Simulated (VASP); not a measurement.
# C (P6/mmm) in VASP: a series of runs

The runs below take C through single point, with PBEsol+D3(BJ).

Program: VASP 6.6.1. These are calculated values, not measurements. Logs are shortened: lines on timing, memory, paths and dates and some standing lists are left out, and cuts for length are marked.

### 1 The cell of the first run

It takes space group P6/mmm (No. 191, hexagonal). Conventional cell: a = 2.396 Å, b = 2.396 Å, c = 3.441 Å, α = 90.00°, β = 90.00°, γ = 120.00°. C (site symmetry -6m2) has 3 C at 1.38 Å within 1.8 Å.

### 2 Single point, PBEsol+D3(BJ)

File INCAR:

```
SYSTEM = C
ALGO = Normal ; EDIFF = 1E-6
ENCUT = 520 ; GGA = PS
ISIF = 2 ; ISMEAR = 0
IVDW = 12 ; LASPH = .TRUE.
LCHARG = .TRUE. ; LELF = .TRUE.
LREAL = .FALSE. ; LVHAR = .TRUE.
LWAVE = .FALSE. ; NBANDS = 11
NELM = 60 ; PREC = Accurate
SIGMA = 0.15
```

File KPOINTS:

```
k-points
0
G
  21 21 12
  0 0 0
```

File POSCAR:

```
C
1.0
    2.3962167908      0.0000000000      0.0000000000
   -1.1981083954      2.0751846138      0.0000000000
    0.0000000000      0.0000000000      3.4412451853
C
2
Direct
    0.3333333333      0.6666666667      0.0000000000
    0.6666666667      0.3333333333      0.0000000000
```

Potentials or basis: VASP PAW PBE potentials, release 64 (C).

On the command line:

```sh
cat potpaw_PBE.64/C/POTCAR > POTCAR
mpirun -np 1 vasp_std > vasp.out
```

OUTCAR:

```text
SYSTEM = C
   EDIFF = 1E-6
   ENCUT = 520
   GGA = PS
   ISIF = 2
   ISMEAR = 0
   IVDW = 12
   LASPH = .TRUE.
   LREAL = .FALSE.
   NELM = 60
   PREC = Accurate
 IVDW          = 12

 ion  position               nearest neighbor table
   1  0.333  0.667  0.000-   2 1.38   2 1.38   2 1.38
   2  0.667  0.333  0.000-   1 1.38   1 1.38   1 1.38

  LATTYP: Found a hexagonal cell.
 ALAT       =     2.3962167908
 C/A-ratio  =     1.4361159635

  Lattice vectors:

 A1 = (   2.3962167908,   0.0000000000,   0.0000000000)
 A2 = (  -1.1981083954,   2.0751846138,   0.0000000000)
 A3 = (   0.0000000000,   0.0000000000,   3.4412451853)

Analysis of symmetry for initial positions (statically):
=====================================================================
 Subroutine PRICEL returns:
 Original cell was already a primitive cell.

 Routine SETGRP: Setting up the symmetry group for a
 hexagonal supercell.

 Subroutine GETGRP returns: Found 24 space group operations
 (whereof 24 operations were pure point group operations)
 out of a pool of 24 trial point group operations.

The static configuration has the point symmetry D_6h.

Analysis of symmetry for dynamics (positions and initial velocities):
=====================================================================
 Subroutine PRICEL returns:
 Original cell was already a primitive cell.

 Routine SETGRP: Setting up the symmetry group for a
 hexagonal supercell.

 Subroutine GETGRP returns: Found 24 space group operations
 (whereof 24 operations were pure point group operations)
 out of a pool of 24 trial point group operations.

The dynamic configuration has the point symmetry D_6h.

 Subroutine INISYM returns: Found 24 space group operations
 (whereof 24 operations are pure point group operations),
 and found     1 'primitive' translations

----------------------------------------------------------------------------------------

                                     Primitive cell

  volume of cell :      17.1119

  direct lattice vectors                    reciprocal lattice vectors
     2.396216791  0.000000000  0.000000000     0.417324511  0.240942419  0.000000000
    -1.198108395  2.075184614  0.000000000     0.000000000  0.481884837  0.000000000
     0.000000000  0.000000000  3.441245185     0.000000000  0.000000000  0.290592488

  length of vectors
     2.396216791  2.396216791  3.441245185     0.481884837  0.481884837  0.290592488

  position of ions in fractional coordinates (direct lattice)
     0.333333333  0.666666667  0.000000000
     0.666666667  0.333333333  0.000000000

  ion indices of the primitive-cell ions
   primitive index   ion index
                 1           1
                 2           2

----------------------------------------------------------------------------------------

 KPOINTS: k-points

Automatic generation of k-mesh.
 Grid dimensions read from file:
 generate k-points for:   21   21   12

 Generating k-lattice:

  Cartesian coordinates                     Fractional coordinates (reciprocal lattice)
     0.019872596  0.011473449  0.000000000     0.047619048  0.000000000  0.000000000
     0.000000000  0.022946897  0.000000000     0.000000000  0.047619048  0.000000000
     0.000000000  0.000000000  0.024216041     0.000000000  0.000000000  0.083333333

  Length of vectors
     0.022946897  0.022946897  0.024216041

  Shift w.r.t. Gamma in fractional coordinates (k-lattice)
     0.000000000  0.000000000  0.000000000

 Subroutine IBZKPT returns following result:
 ===========================================

 Found    336 irreducible k-points:

 Following reciprocal coordinates:
            Coordinates               Weight
  0.000000  0.000000  0.000000      1.000000
  0.047619  0.000000  0.000000      6.000000
  0.095238  0.000000  0.000000      6.000000
  0.142857  0.000000  0.000000      6.000000
  0.190476  0.000000  0.000000      6.000000
  0.238095  0.000000  0.000000      6.000000
[... 16 lines left out ...]
  0.142857  0.095238  0.000000     12.000000
  0.190476  0.095238  0.000000     12.000000
 [... further k-points ...]
   k-points           NKPTS =    336   k-points in BZ     NKDIM =    336   number of bands    NBANDS=     11
   number of dos      NEDOS =    301   number of ions     NIONS =      2
   total plane-waves  NPLWV =   9072
   dimension x,y,z NGX =    18 NGY =   18 NGZ =   28
   dimension x,y,z NGXF=    36 NGYF=   36 NGZF=   56
   ions per type =               2
   NGX,Y,Z   is equivalent  to a cutoff of  12.49, 12.49, 13.53 a.u.
   NGXF,Y,Z  is equivalent  to a cutoff of  24.98, 24.98, 27.05 a.u.
 SYSTEM =  C
   PREC   = accura    normal or accurate (medium, high low for compatibility)
   ISTART =      0    job   : 0-new  1-cont  2-samecut
   ICHARG =      2    charge: 1-file 2-atom 10-const
   ISPIN  =      1    spin polarized calculation?
   LNONCOLLINEAR =      F non collinear calculations
   LSORBIT =      F    spin-orbit coupling
   LASPH  =      T    aspherical Exc in radial PAW
   ENCUT  =  520.0 eV  38.22 Ry    6.18 a.u.   4.46  4.46  6.40*2*pi/ulx,y,z
   NELM   =     60;   NELMIN=  2; NELMDL= -5     # of ELM steps
   EDIFF  = 0.1E-05   stopping-criterion for ELM
   LREAL  =      F    real-space projection
   EDIFFG = 0.1E-04   stopping-criterion for IOM
   NSW    =      0    number of steps for IOM
   IBRION =     -1    ionic relax: 0-MD 1-quasi-New 2-CG
   NFREE  =      0    steps in history (QN), initial steepest desc. (CG)
   ISIF   =      2    stress and relaxation
   ISYM   =      2    0-nonsym 1-usesym 2-fastsym
   POTIM  = 0.5000    time-step for ionic-motion
   TEBEG  =    0.0;   TEEND  =   0.0 temperature during run
   PSTRESS=    0.0 pullay stress
   NELECT =       8.0000    total number of electrons
   NUPDOWN=      -1.0000    fix difference up-down
   EMIN   =  10.00;   EMAX   =-10.00  energy-range for DOS
   EFERMI =   0.00;   METHOD = LEGACY
   ISMEAR =     0;   SIGMA  =   0.15  broadening in eV -4-tet -1-fermi 0-gaus
   EFERMI_NEDOS =   21; number of points for ismear=-14 and -15
   IALGO  =     38    algorithm
   IMIX   =      4    mixing-type and parameters
     AMIX     =   0.40;   BMIX     =  1.00
     AMIX_MAG =   1.60;   BMIX_MAG =  1.00
  volume/ion in A,a.u.               =       8.56        57.74
  Fermi-wavevector in a.u.,A,eV,Ry     =   1.270590  2.401066 21.965222  1.614398
  Thomas-Fermi vector in A             =   2.403569
   LORBIT       =      0    0 simple, 1 ext, 2 COOP (PROOUT), +10 PAW based schemes
   GGA     = PS    functional components
   LHFCALC =     F    Hartree Fock is set to
   AEXX    =    0.0000 exact exchange contribution
   IVDW    =    12    specifies the selected vdW correction
   LEPSILON=     F    determine dielectric tensor
   LRPA    =     F    only Hartree local field effects (RPA)
 non-spin polarized calculation
 Gauss-broadening in eV      SIGMA  =   0.15
  energy-cutoff  :      520.00
  volume of cell :       17.11
 maximum number of plane-waves:       482
 NGX is ok and might be reduce to    18
   NGX =  9   NGY =  9   NGZ = 13

 number of electron       8.0000001 magnetization

 Free energy of the ion-electron system (eV)
  ---------------------------------------------------
  ext. energy  EPLUGINS =         0.00000000
  ---------------------------------------------------
  free energy    TOTEN  =       -19.16826474 eV

  energy without entropy =      -19.16808749  energy(sigma->0) =      -19.16817611

 E-fermi :   4.9087     XC(G=0): -10.5204

 val. band max:        4.9008374895   @ k =   0.3333   0.3333   0.2500
 cond. band min:       5.1770954426   @ k =   0.3333   0.2857   0.5000
 fundamental gap:      0.2762579531
 Fermi energy:         4.9086846761

 k-point     1 :       0.0000    0.0000    0.0000
  band No.  band energies     occupation
      1     -15.3723      2.00000
      2      -2.4186      2.00000
      3       1.9659      2.00000
      4       1.9659      2.00000
      5       8.4320      0.00000
      6      13.7625      0.00000
      7      13.7625      0.00000
      8      17.6250      0.00000
      9      19.3596      0.00000
     10      27.9064      0.00000
     11      30.0248      0.00000

 k-point     2 :       0.0476    0.0000    0.0000
  band No.  band energies     occupation
      1     -15.3154      2.00000
      2      -2.3517      2.00000
      3       1.7368      2.00000
      4       1.8374      2.00000
      5       8.5015      0.00000
      6      13.7958      0.00000
      7      14.0178      0.00000
      8      17.4236      0.00000
      9      19.4368      0.00000
     10      28.0902      0.00000
     11      29.9229      0.00000

 k-point     3 :       0.0952    0.0000    0.0000
  band No.  band energies     occupation
      1     -15.1453      2.00000
      2      -2.1515      2.00000
      3       1.0923      2.00000
      4       1.4867      2.00000
      5       8.7108      0.00000
      6      13.8560      0.00000
      7      14.7459      0.00000
      8      16.8450      0.00000
      9      19.6791      0.00000
     10      28.5844      0.00000
     11      29.5474      0.00000

 k-point     4 :       0.1429    0.0000    0.0000
  band No.  band energies     occupation
      1     -14.8622      2.00000
      2      -1.8200      2.00000
      3       0.1335      2.00000
      4       0.9939      2.00000
      5       9.0608      0.00000
      6      13.8718      0.00000
      7      15.8608      0.00000
      8      15.9525      0.00000
      9      20.0876      0.00000
     10      28.8379      0.00000
     11      29.1899      0.00000

 k-point     5 :       0.1905    0.0000    0.0000
  band No.  band energies     occupation
      1     -14.4672      2.00000
      2      -1.3605      2.00000
      3      -1.0302      2.00000
      4       0.4414      2.00000
      5       9.5514      0.00000
      6      13.8077      0.00000
      7      14.8249      0.00000
      8      17.2680      0.00000
      9      20.5984      0.00000
     10      27.9049      0.00000
     11      29.4000      0.00000
[... 211 lines left out ...]
 k-point    21 :       0.4762    0.0476    0.0000
  band No.  band energies     occupation
      1      -9.6174      2.00000
      2      -8.9003      2.00000
      3      -1.9071      2.00000
      4       3.0661      2.00000
      5       7.4284      0.00000
      6      13.2178      0.00000
      7      16.0062      0.00000
      8      16.1971      0.00000
      9      23.6097      0.00000
     10      26.3945      0.00000
     11      29.5708      0.00000

 k-point    22 :       0.0952    0.0952    0.0000
  band No.  band energies     occupation
      1     -14.6928      2.00000
      2      -1.6222      2.00000
      3      -0.2124      2.00000
      4       0.5288      2.00000
      5       9.2732      0.00000
      6      14.2732      0.00000
      7      15.4701      0.00000
      8      15.9566      0.00000
      9      20.4821      0.00000
     10      28.0976      0.00000
     11      29.4115      0.00000

 k-point    23 :       0.1429    0.0952    0.0000
  band No.  band energies     occupation
      1     -14.2986      2.00000
      2      -1.1931      2.00000
      3      -1.1648      2.00000
      4      -0.1313      2.00000
      5       9.7666      0.00000
      6      14.4195      0.00000
      7      14.4762      0.00000
      8      16.8219      0.00000
      9      21.2338      0.00000
     10      26.8966      0.00000
     11      29.4191      0.00000

 k-point    24 :       0.1905    0.0952    0.0000
  band No.  band energies     occupation
      1     -13.7943      2.00000
      2      -2.3481      2.00000
      3      -0.7490      2.00000
      4      -0.5861      2.00000
      5      10.3993      0.00000
      6      13.2181      0.00000
      7      14.4996      0.00000
      8      17.9116      0.00000
      9      22.0511      0.00000
     10      25.6989      0.00000
     11      28.6401      0.00000

 [... further k-points ...]

------------------------ aborting loop because EDIFF is reached ----------------------------------------

 Edisp (eV)   -0.21105

 E8    (eV) :    -0.1026

  FORCE on cell =-STRESS in cart. coord.  units (eV):
  Direction    XX          YY          ZZ          XY          YZ          ZX
  --------------------------------------------------------------------------------------
  -------------------------------------------------------------------------------------
  Total       4.02850     4.02850     0.06774    -0.00000     0.00000     0.00000
  in kB     377.18578   377.18578     6.34286    -0.00000     0.00000     0.00000
  external pressure =      253.57 kB  Pullay stress =        0.00 kB

 VOLUME and BASIS-vectors are now :
 -----------------------------------------------------------------------------
  energy-cutoff  :      520.00
  volume of cell :       17.11
      direct lattice vectors                 reciprocal lattice vectors
     2.396216791  0.000000000  0.000000000     0.417324511  0.240942419  0.000000000
    -1.198108395  2.075184614  0.000000000     0.000000000  0.481884837  0.000000000
     0.000000000  0.000000000  3.441245185     0.000000000  0.000000000  0.290592488

 POSITION                                       TOTAL-FORCE (eV/Angst)
 -----------------------------------------------------------------------------------
     -0.00000      1.38346      0.00000         0.000000      0.000000      0.000000
      1.19811      0.69173      0.00000        -0.000000      0.000000      0.000000
 -----------------------------------------------------------------------------------
    total drift:                                0.000000     -0.000000      0.000000

  FREE ENERGIE OF THE ION-ELECTRON SYSTEM (eV)
  ---------------------------------------------------
  free  energy   TOTEN  =       -19.3793123983 eV

  energy  without entropy=      -19.3791351521  energy(sigma->0) =      -19.37922378
```

It took 36 s on 1 thread of Intel Xeon 6975P-C, shared host; peak memory 0.17 GiB.

Results:

```
Free energy                : -19.3793 eV
Pressure                   : 25.4 GPa
Band gap on the k mesh     : zero (band 4 reaches 5.51 eV, above the bottom of band 5 at 4.37 eV)
Dispersion energy per atom : -0.106 eV
```

Caveat: the PAW data sets were made with another functional, which shifts forces and pressure a little.

### 3 Single point, PBEsol+D3(BJ)

This run uses another cell than the first one, of 8.78 Å³/atom, 1.026 times its volume.

File INCAR:

```
SYSTEM = C
ALGO = Normal ; EDIFF = 1E-6
ENCUT = 520 ; GGA = PS
ISIF = 2 ; ISMEAR = 0
IVDW = 12 ; LASPH = .True.
LCHARG = .True. ; LELF = .True.
LREAL = .False. ; LVHAR = .True.
LWAVE = .False. ; NBANDS = 11
NELM = 60 ; PREC = Accurate
SIGMA = 0.15
```

File KPOINTS:

```
k-points
0
Gamma
  21 21 12
  0 0 0
```

File POSCAR:

```
C
1.0
    2.4166153542      0.0000000000      0.0000000000
   -1.2083076771      2.0928502879      0.0000000000
    0.0000000000      0.0000000000      3.4705398879
C
2
Direct
    0.3333333333      0.6666666667      0.0000000000
    0.6666666667      0.3333333333      0.0000000000
```

Potentials or basis: VASP PAW PBE potentials, release 64 (C).

On the command line:

```sh
cat potpaw_PBE.64/C/POTCAR > POTCAR
mpirun -np 1 vasp_std > vasp.out
```

Wall time 38 s (1 thread of Intel Xeon 6975P-C, shared host); peak memory 0.17 GiB.

It converged, with:

```yaml
Free_energy: -19.4368 eV
Pressure: 16.4 GPa
Band_gap_on_the_k_mesh: zero (band 4 reaches 5.26 eV, above the bottom of band 5 at 4.16 eV)
Dispersion_energy_per_atom: -0.106 eV
```

Stress tensor (GPa, compression positive):
```
24.38  0.00  0.00
 0.00 24.38  0.00
 0.00  0.00  0.35
```

Levels at points of the mesh, in eV from the Fermi level:
```tsv
k point	band 1	band 2	band 3	band 4	band 5	band 6	band 7	band 8
(0.00, 0.00, 0.00)	-20.07	-7.18	-2.96	-2.96	3.57	8.68	8.68	12.38
(0.00, 0.00, 0.50)	-19.84	-8.84	-2.94	-2.94	8.75	8.75	9.37	12.07
```

Caveat: the PAW data sets were made with another functional, which shifts forces and pressure a little.
